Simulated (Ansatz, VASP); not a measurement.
Given: the input of a run of VASP 6.6.1 on SnO2.

File INCAR:

```
SYSTEM = SnO2
PREC     = Accurate       ! precision mode
ENCUT    = 520            ! plane-wave cutoff, eV
EDIFF    = 1E-6           ! SCF threshold, eV
ISMEAR   = -1             ! smearing method
SIGMA    = 0.05           ! smearing width, eV
LREAL    = .FALSE.        ! projectors in reciprocal space
LASPH    = .TRUE.         ! aspherical terms in the spheres
NELM     = 60             ! most SCF steps
ALGO     = Normal         ! electronic algorithm
ISIF     = 2              ! what is computed and relaxed
LWAVE    = .FALSE.        ! write WAVECAR
LCHARG   = .FALSE.        ! write CHGCAR
GGA      = PE             ! functional
NBANDS   = 20             ! bands
```

The input KPOINTS:

```
Automatic mesh
0
G
  9 6 5
  0 0 0
```

POSCAR

```
SnO2
1.0
    3.0630544308      0.0000000000      0.0000000000
    0.0000000000      5.0300122290      0.0000000000
    0.0000000000      0.0000000000      6.0556132303
Sn O
1 2
Direct
    0.5000000000      0.5000000000      0.0000000000
    0.0000000000      0.5000000000      0.7757200000
    0.0000000000      0.5000000000      0.2242800000
```

Potentials or basis: VASP PAW PBE potentials, release 64 (Sn_d, O).

The run is started by

```console
$ cat potpaw_PBE.64/Sn_d/POTCAR potpaw_PBE.64/O/POTCAR > POTCAR
$ mpirun -np 1 vasp_std > vasp.out
```

Task: Set up the same calculation for Ansatz 0.2.0. Potentials there: all-electron LAPW, scalar-relativistic.

Result: As run (the cutoff follows the program's own potentials):

input.yaml

```yaml
crystal:
  lattice:
    - [3.0630544308, 0.0, 0.0]
    - [0.0, 5.030012229, 0.0]
    - [0.0, 0.0, 6.0556132303]
  atoms:
    - { symbol: Sn, position: [0.5, 0.5, 0.0] }
    - { symbol: O, position: [0.0, 0.5, 0.77572] }
    - { symbol: O, position: [0.0, 0.5, 0.22428] }
kpoints:
  mp_grid: { grid: [9, 6, 5] }
scf:
  occupations: { method: fermi_dirac, width: 0.05 }
hamiltonian:
  xc: pbe
  pseudopotentials: { kind: all_electron, lapw: { basis_error: 0.001 } }
output:
  forces: true
  stress: true
  eigenvalues: true
```

Potentials or basis: all-electron LAPW, scalar-relativistic.

Run with:

```console
$ ansatz run input.yaml --threads 2 --pin off --max-ram 6144MiB --backend cpu --events-out ev --progress --plain --runs-dir out
```

Both were run:

|  | VASP | Ansatz | Ansatz less VASP |
| --- | --- | --- | --- |
| gap on the k mesh at the Fermi level (eV) | 1.26 | 1.29 | +0.033 |
| least direct gap on the mesh (eV) | 1.83 | 1.85 | +0.022 |
| pressure (GPa) | -1.4 | -1.7 | -0.26 |
| traceless stress, the component that is largest in VASP (GPa) | 1.77 | 2.12 | +0.350 |
| rms of the force components (eV/Å) | 0.200 | 0.245 | +0.0443 |

Atom by atom the forces differ by 0.044 eV/Å (rms over components). Ansatz ran all-electron here, and VASP with PAW potentials.
